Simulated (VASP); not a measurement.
# TaSi2 in VASP: notebook, part 2 of 2

VASP 6.6.1. The steps go on from the part before.

## (3) Single point, PBEsol

This run uses another cell than the first one, of 15.34 Å³/atom.

Input file INCAR:

```
SYSTEM = TaSi2
ALGO = Normal
EDIFF = 1E-6
ENCUT = 520
GGA = PS
ISIF = 2
ISMEAR = -1
LASPH = .True.
LCHARG = .False.
LREAL = .False.
LWAVE = .False.
NBANDS = 38
NELM = 80
PREC = Accurate
SIGMA = 0.05
```

Input file KPOINTS:

```
k-points
0
Gamma
  7 7 4
  0 0 0
```

Input file POSCAR:

```
TaSi2
1.0
    4.8777257812      0.0000000000      0.0000000000
   -2.4388628906      4.2242344392      0.0000000000
    0.0000000000      0.0000000000      6.6988562433
Ta Si
3 6
Direct
    0.0000000000      0.5000000000      0.3333333333
    0.5000000000      0.5000000000      0.6666666667
    0.5000000000      0.0000000000      0.0000000000
    0.3179400000      0.1589700000      0.3333333333
    0.1589700000      0.8410300000      0.6666666667
    0.8410300000      0.6820600000      0.0000000000
    0.6820600000      0.8410300000      0.3333333333
    0.8410300000      0.1589700000      0.6666666667
    0.1589700000      0.3179400000      0.0000000000
```

Potentials or basis: VASP PAW PBE potentials, release 64 (Ta_pv, Si).

Run with:

```
cat potpaw_PBE.64/Ta_pv/POTCAR potpaw_PBE.64/Si/POTCAR > POTCAR
mpirun -np 1 vasp_std > vasp.out
```

OUTCAR:

```text
SYSTEM = TaSi2
   EDIFF = 1E-6
   ENCUT = 520
   GGA = PS
   ISIF = 2
   ISMEAR = -1
   LASPH = .True.
   LREAL = .False.
   NELM = 80
   PREC = Accurate

 ion  position               nearest neighbor table
   1  0.000  0.500  0.333-   6 2.66   9 2.66   8 2.66   5 2.66   4 2.78   7 2.78   7 2.78   4 2.78
                             7 2.88   4 2.88   3 3.31   3 3.31   2 3.31   2 3.31
   2  0.500  0.500  0.667-   6 2.66   9 2.66   7 2.66   4 2.66   8 2.78   5 2.78   5 2.78   8 2.78
                             8 2.88   5 2.88   3 3.31   3 3.31   1 3.31   1 3.31
   3  0.500  0.000  0.000-   4 2.66   7 2.66   5 2.66   8 2.66   9 2.78   6 2.78   9 2.78   6 2.78
                             9 2.88   6 2.88   2 3.31   1 3.31   2 3.31   1 3.31
   4  0.318  0.159  0.333-   9 2.61   5 2.61   3 2.66   2 2.66   7 2.69   1 2.78   1 2.78   1 2.88
                             7 2.88   7 2.88
   5  0.159  0.841  0.667-   6 2.61   4 2.61   3 2.66   1 2.66   8 2.69   2 2.78   2 2.78   2 2.88
                             8 2.88   8 2.88
   6  0.841  0.682  0.000-   5 2.61   7 2.61   1 2.66   2 2.66   9 2.69   3 2.78   3 2.78   3 2.88
                             9 2.88   9 2.88
   7  0.682  0.841  0.333-   6 2.61   8 2.61   3 2.66   2 2.66   4 2.69   1 2.78   1 2.78   1 2.88
                             4 2.88   4 2.88
   8  0.841  0.159  0.667-   9 2.61   7 2.61   3 2.66   1 2.66   5 2.69   2 2.78   2 2.78   2 2.88
                             5 2.88   5 2.88
   9  0.159  0.318  0.000-   8 2.61   4 2.61   1 2.66   2 2.66   6 2.69   3 2.78   3 2.78   3 2.88
                             6 2.88   6 2.88

  LATTYP: Found a hexagonal cell.
 ALAT       =     4.8777257812
 C/A-ratio  =     1.3733564665

  Lattice vectors:

 A1 = (   4.8777257812,   0.0000000000,   0.0000000000)
 A2 = (  -2.4388628906,   4.2242344392,   0.0000000000)
 A3 = (   0.0000000000,   0.0000000000,   6.6988562433)

Analysis of symmetry for initial positions (statically):
=====================================================================
 Subroutine PRICEL returns:
 Original cell was already a primitive cell.

 Routine SETGRP: Setting up the symmetry group for a
 hexagonal supercell.
[... 161 lines left out ...]
   AEXX    =    0.0000 exact exchange contribution
   IVDW    =     0    specifies the selected vdW correction
   LEPSILON=     F    determine dielectric tensor
   LRPA    =     F    only Hartree local field effects (RPA)
 non-spin polarized calculation
  energy-cutoff  :      520.00
  volume of cell :      138.03
 maximum number of plane-waves:      3736
   NGX = 19   NGY = 19   NGZ = 25

 number of electron      57.0000002 magnetization

 Free energy of the ion-electron system (eV)
  ---------------------------------------------------
  ext. energy  EPLUGINS =         0.00000000
  ---------------------------------------------------
  free energy    TOTEN  =       -77.01704659 eV

  energy without entropy =      -76.98828758  energy(sigma->0) =      -77.00266708

 E-fermi :   8.6069     XC(G=0): -11.8880

 val. band max:        8.5644176319   @ k =   0.2857   0.2857   0.2500
 cond. band min:       8.6081051968   @ k =   0.4286   0.1429   0.2500
 fundamental gap:      0.0436875649
 Fermi energy:         8.6069022181

 k-point     1 :       0.0000    0.0000    0.0000
  band No.  band energies     occupation
      1     -25.8510      2.00000
      2     -25.8426      2.00000
      3     -25.8426      2.00000
      4     -25.7884      2.00000
      5     -25.7884      2.00000
      6     -25.7125      2.00000
[... 973 lines left out ...]
     37      11.8708      0.00000
     38      12.1298      0.00000

------------------------ aborting loop because EDIFF is reached ----------------------------------------

  FORCE on cell =-STRESS in cart. coord.  units (eV):
  Direction    XX          YY          ZZ          XY          YZ          ZX
  --------------------------------------------------------------------------------------
  -------------------------------------------------------------------------------------
  Total       -9.8292024     -9.8292024    -10.5964051      0.0000000      0.0000000      0.0000000
  in kB     -114.0940000   -114.0940000   -122.9994256      0.0000000      0.0000000      0.0000000
  external PRESSURE =    -117.0624752 kB  Pullay stress =       0.0000000 kB

 VOLUME and BASIS-vectors are now :
 -----------------------------------------------------------------------------
  energy-cutoff  :      520.00
  volume of cell :      138.03
      direct lattice vectors                 reciprocal lattice vectors
     4.877725781  0.000000000  0.000000000     0.205013575  0.118364643  0.000000000
    -2.438862891  4.224234439  0.000000000     0.000000000  0.236729285  0.000000000
     0.000000000  0.000000000  6.698856243     0.000000000  0.000000000  0.149279215

 POSITION                                       TOTAL-FORCE (eV/Angst)
 -----------------------------------------------------------------------------------
     -1.21943      2.11212      2.23295        -0.000000      0.000000     -0.000000
      1.21943      2.11212      4.46590        -0.000000      0.000000     -0.000000
      2.43886      0.00000      0.00000        -0.000000      0.000000      0.000000
      1.16312      0.67153      2.23295         0.051944      0.029990      0.000000
     -1.27574      3.55271      4.46590         0.051944     -0.029990      0.000000
      2.43886      2.88118      0.00000        -0.000000     -0.059980      0.000000
      1.27574      3.55271      2.23295        -0.051944     -0.029990      0.000000
      3.71461      0.67153      4.46590        -0.051944      0.029990      0.000000
     -0.00000      1.34305      0.00000         0.000000      0.059980      0.000000
 -----------------------------------------------------------------------------------
    total drift:                                0.000000     -0.000000      0.000000

  FREE ENERGIE OF THE ION-ELECTRON SYSTEM (eV)
  ---------------------------------------------------
  free  energy   TOTEN  =       -77.0170465907 eV

  energy  without entropy=      -76.9882875785  energy(sigma->0) =      -77.00266708
```

OSZICAR:

```text
N       E                     dE             d eps       ncg     rms          rms(c)
DAV:   1     0.369386752146E+03    0.36939E+03   -0.27891E+04  1824   0.140E+03
DAV:   2    -0.614035702850E+02   -0.43079E+03   -0.41995E+03  2104   0.353E+02
DAV:   3    -0.792440328058E+02   -0.17840E+02   -0.17513E+02  2368   0.628E+01
DAV:   4    -0.795856284556E+02   -0.34160E+00   -0.33917E+00  2288   0.856E+00
DAV:   5    -0.795910888187E+02   -0.54604E-02   -0.54540E-02  2272   0.113E+00    0.286E+01
DAV:   6    -0.773133298854E+02    0.22778E+01   -0.92296E+00  2332   0.133E+01    0.127E+01
DAV:   7    -0.770550383658E+02    0.25829E+00   -0.62330E-01  2218   0.357E+00    0.439E+00
DAV:   8    -0.770181465000E+02    0.36892E-01   -0.72386E-02  2368   0.124E+00    0.486E-01
DAV:   9    -0.770172594903E+02    0.88701E-03   -0.43761E-03  2392   0.298E-01    0.265E-01
DAV:  10    -0.770170701752E+02    0.18932E-03   -0.81128E-04  2328   0.167E-01    0.483E-02
DAV:  11    -0.770170487735E+02    0.21402E-04   -0.68436E-05  2336   0.452E-02    0.188E-02
DAV:  12    -0.770170474787E+02    0.12948E-05   -0.58103E-06  2136   0.123E-02    0.476E-03
DAV:  13    -0.770170465907E+02    0.88801E-06   -0.71358E-07  1360   0.407E-03
   1 F= -.77017047E+02 E0= -.77002667E+02  d E =-.287590E-01
```

stdout:

```text
POSCAR found type information on POSCAR TaSi
 POSCAR found :  2 types and       9 ions
 scaLAPACK will be used
 -----------------------------------------------------------------------------
|                                                                             |
|                                                                             |
|     You enforced a specific xc type in the INCAR file but a different       |
|     I HOPE YOU KNOW WHAT YOU ARE DOING!                                     |
|                                                                             |
 -----------------------------------------------------------------------------

 LDA part: xc-table for (Slater+PW92), standard interpolation
 POSCAR, INCAR and KPOINTS ok, starting setup
 FFT: planning ... GRIDC
 FFT: planning ... GRID_SOFT
 FFT: planning ... GRID
 WAVECAR not read
 entering main loop
```

Run time: 53 s. Hardware: 1 thread of Intel Xeon 6975P-C (Granite Rapids), shared host; peak memory 0.28 GiB.

Results:

* Free energy: -77.0170 eV
* Pressure: -11.7 GPa
* Largest force: 0.060 eV/Å
* Band gap on the k mesh: zero (an odd number of electrons rules out a gap without spin polarisation)

Forces in eV/Å, atoms in the order of the input:
```
Ta   0.000  0.000  0.000
Ta   0.000  0.000  0.000
Ta   0.000  0.000  0.000
Si   0.052  0.030  0.000
Si   0.052 -0.030  0.000
Si   0.000 -0.060  0.000
Si  -0.052 -0.030  0.000
Si  -0.052  0.030  0.000
Si   0.000  0.060  0.000
```

Levels at points of the mesh, in eV from the Fermi level:
```csv
k point,band 25,band 26,band 27,band 28,band 29,band 30,band 31,band 32,band 33,band 34
"(0.00, 0.00, 0.00)",-2.38,-2.36,-2.06,-2.06,-1.45,0.71,2.79,2.79,3.04,3.30
"(0.00, 0.00, 0.50)",-2.09,-1.98,-1.74,-1.74,1.07,1.07,2.34,2.34,3.09,3.36
```

Caveat: the cell stands under tension; the PAW data sets were made with another functional, which shifts forces and pressure a little; spin-orbit coupling is left out, which moves the levels of the heavy elements.

## (4) Single point, PBEsol (atoms moved at random)

Input file INCAR:

```
SYSTEM = TaSi2
  PREC = Accurate
  ENCUT = 520
  EDIFF = 1E-6
  ISMEAR = -1
  SIGMA = 0.05
  LREAL = .FALSE.
  LASPH = .TRUE.
  NELM = 80
  ALGO = Normal
  ISIF = 2
  LWAVE = .FALSE.
  LCHARG = .FALSE.
  GGA = PS
  NBANDS = 38
```

Input file KPOINTS:

```
Automatic mesh
0
G
  7 7 4
  0 0 0
```

Input file POSCAR:

```
TaSi2
1.0
    4.7839000000      0.0000000000      0.0000000000
   -2.3919500000      4.1429789292      0.0000000000
    0.0000000000      0.0000000000      6.5700000000
Ta Si
3 6
Direct
    0.0066210000      0.5055500000      0.3328720000
    0.4983220000      0.5016670000      0.6679230000
    0.5096290000      0.0095680000     -0.0037700000
    0.3115700000      0.1648810000      0.3297430000
    0.1615140000      0.8461990000      0.6597620000
    0.8390600000      0.6845780000     -0.0002490000
    0.6742400000      0.8447060000      0.3329200000
    0.8358060000      0.1475840000      0.6661550000
    0.1694910000      0.3202510000     -0.0021720000
```

Run with:

```
cat potpaw_PBE.64/Ta_pv/POTCAR potpaw_PBE.64/Si/POTCAR > POTCAR
mpirun -np 1 vasp_std > vasp.out
```

It took 3.7 min on 1 thread of Intel Xeon 6975P-C (Granite Rapids), shared host; peak memory 0.49 GiB.

The run converged. Its results:

| Property | Result |
| --- | --- |
| Free energy | -77.2714 eV |
| Pressure | -1.7 GPa |
| Largest force | 0.749 eV/Å |
| Band gap on the k mesh | zero (an odd number of electrons rules out a gap without spin polarisation) |

Forces on the atoms (eV/Å):
```
Ta  -0.445 -0.271 -0.191
Ta   0.274  0.011 -0.542
Ta  -0.484 -0.401  0.356
Si   0.453 -0.056  0.047
Si   0.067 -0.132  0.479
Si   0.381  0.040  0.016
Si   0.243 -0.045 -0.040
Si   0.048  0.702 -0.258
Si  -0.536  0.153  0.133
```

Stress tensor (GPa, compression positive):
```
-2.11 -0.18 -0.30
-0.18 -2.03 -0.10
-0.30 -0.10 -0.84
```

Levels at points of the mesh, in eV from the Fermi level:
```
           k point  band 26  band 27  band 28  band 29  band 30  band 31  band 32  band 33
(0.00, 0.00, 0.00)    -2.36    -2.14    -2.11    -1.42     0.74     2.90     2.95     3.45
(0.00, 0.00, 0.50)    -2.05    -1.72    -1.71     1.14     1.15     2.53     2.70     3.40
```

Caveat: the cell differs from its parent crystal (atoms moved at random); the PAW data sets were made with another functional, which shifts forces and pressure a little; spin-orbit coupling is left out, which moves the levels of the heavy elements.

## (5) Overview

| cell | gap on the mesh (eV) | pressure (GPa) | largest force (eV/Å) |
| --- | --- | --- | --- |
| a = 4.847, b = 4.847, c = 6.656 Å, angles 90.0, 90.0, 120.0°, 9 atoms, atomic positions A | none | -8.8 | 0.06 |
| a = 4.878, b = 4.878, c = 6.699 Å, angles 90.0, 90.0, 120.0°, 9 atoms, atomic positions A | none | -11.7 | 0.06 |
| a = 4.784, b = 4.784, c = 6.570 Å, angles 90.0, 90.0, 120.0°, 9 atoms, atomic positions B | none | -1.7 | 0.75 |

Alike in all rows: task single point; level PBEsol; potentials or basis VASP PAW PBE potentials, release 64 (Ta_pv, Si); no spin polarisation; k mesh 7 × 7 × 4; cutoff (eV) 520; smearing fermi-dirac 0.05 eV.

Caveats: the PAW data sets were made with another functional, which shifts forces and pressure a little; spin-orbit coupling is left out, which moves the levels of the heavy elements; the cell stands under tension (at least some runs).

Total energies depend on the potentials used, so only differences within one code and one set of settings carry meaning.
